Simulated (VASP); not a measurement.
Here is a VASP 6.6.1 calculation.

File INCAR:

```
  PREC = Accurate
  ENCUT = 520
  EDIFF = 1E-7
  ISMEAR = 0
  SIGMA = 0.05
  LREAL = False
  LASPH = True
  NELM = 80
  ALGO = Fast
  ISIF = 2
  LWAVE = False
  LCHARG = False
  GGA = PE
  NBANDS = 12
```

File KPOINTS:

```
regular mesh
0
Gamma
  7 7 7
```

The input POSCAR:

```
Ga
1.0
    2.6806350000     -0.0263540000      0.0481410000
   -0.0263540000      2.7441620000      0.0268250000
    0.0481410000      0.0268250000      2.7264290000
Ga
1
Direct
   -0.0051250000      0.0104450000     -0.0005950000
```

Potentials or basis: VASP PAW PBE potentials, release 64 (Ga_d).

Run with:

```console
$ cat potpaw_PBE.64/Ga_d/POTCAR > POTCAR
$ mpirun -np 1 vasp_std > vasp.out
```

Estimate the band gap on the k mesh.

zero (an odd number of electrons rules out a gap without spin polarisation).

What does it give for the pressure?

-0.4 GPa.

Stress tensor (GPa, compression positive):
```
 1.52 -1.67  1.50
-1.67 -1.69  0.54
 1.50  0.54 -1.00
```
